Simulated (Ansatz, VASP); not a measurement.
As: VASP beside Ansatz

```xyz
2
Lattice="1.8816 1.0863 3.5614 -1.8816 1.0863 3.5614 0.0000 -2.1727 3.5614" Properties=species:S:1:pos:R:3 pbc="T T T"
As    0.0000    0.0000    8.2682
As    0.0000    0.0000    2.4159
```

Alike in both runs: task single point; functional PBE; k mesh 8 × 8 × 8; occupations fermi-dirac, width 0.02 eV; no spin polarisation.

```csv
,VASP,Ansatz
version,VASP 6.6.1,Ansatz 0.2.0
potentials or method,"VASP PAW PBE potentials, release 64 (As_d)","plane waves, PAW"
plane-wave cutoff (eV),600,420
valence electrons in the cell,30,30
```

```csv
,VASP,Ansatz,Ansatz less VASP
pressure (GPa),2.7,2.7,-0.01
"traceless stress, the component that is largest in VASP (GPa)",-0.63,-0.61,+0.022
rms of the force components (eV/Å),0.160,0.152,-0.0085
```

Atom by atom the forces differ by 0.009 eV/Å (rms over components).
